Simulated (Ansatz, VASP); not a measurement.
# InP: VASP beside Ansatz

```
In P
1.0
     0.00000    8.79150    8.79150
     8.79150    0.00000    8.79150
     8.79150    8.79150    0.00000
In P
27 27
Direct
  0.00000 0.00000 0.00000
  0.00000 0.00000 0.33333
  0.00000 0.00000 0.66667
  0.00000 0.33333 0.00000
  0.00000 0.33333 0.33333
  0.00000 0.33333 0.66667
  0.00000 0.66667 0.00000
  0.00000 0.66667 0.33333
  0.00000 0.66667 0.66667
  0.33333 0.00000 0.00000
  0.33333 0.00000 0.33333
  0.33333 0.00000 0.66667
  0.33333 0.33333 0.00000
  0.33333 0.33333 0.33333
  0.33333 0.33333 0.66667
  0.33333 0.66667 0.00000
  0.33333 0.66667 0.33333
  0.33333 0.66667 0.66667
  0.66667 0.00000 0.00000
  0.66667 0.00000 0.33333
  0.66667 0.00000 0.66667
  0.66667 0.33333 0.00000
  0.66667 0.33333 0.33333
  0.66667 0.33333 0.66667
  0.66667 0.66667 0.00000
  0.66667 0.66667 0.33333
  0.66667 0.66667 0.66667
  0.08333 0.08333 0.08333
  0.08333 0.08333 0.41667
  0.08333 0.08333 0.75000
  0.08333 0.41667 0.08333
  0.08333 0.41667 0.41667
  0.08333 0.41667 0.75000
  0.08333 0.75000 0.08333
  0.08333 0.75000 0.41667
  0.08333 0.75000 0.75000
  0.41667 0.08333 0.08333
  0.41667 0.08333 0.41667
  0.41667 0.08333 0.75000
  0.41667 0.41667 0.08333
  0.41667 0.41667 0.41667
  0.41667 0.41667 0.75000
  0.41667 0.75000 0.08333
  0.41667 0.75000 0.41667
  0.41667 0.75000 0.75000
  0.75000 0.08333 0.08333
  0.75000 0.08333 0.41667
  0.75000 0.08333 0.75000
  0.75000 0.41667 0.08333
  0.75000 0.41667 0.41667
  0.75000 0.41667 0.75000
  0.75000 0.75000 0.08333
  0.75000 0.75000 0.41667
  0.75000 0.75000 0.75000
```

Alike in both runs: task single point; functional PBE; k mesh 1 × 1 × 1; occupations gaussian, width 0.05 eV; no spin polarisation.

|  | VASP | Ansatz |
| --- | --- | --- |
| version | VASP 6.6.1 | Ansatz 0.2.0 |
| potentials or method | VASP PAW PBE potentials, release 64 (In_d, P), cutoff 520 eV | scalar-relativistic, plane waves, PAW |
| valence electrons in the cell | 486 | 486 |

```csv
,VASP,Ansatz,Ansatz less VASP
gap on the k mesh at the Fermi level (eV),0.68,0.68,+0.004
```

Ansatz's warnings: structure snapped to symmetry.

The k mesh is coarse, so the values compare programs but aren't converged.
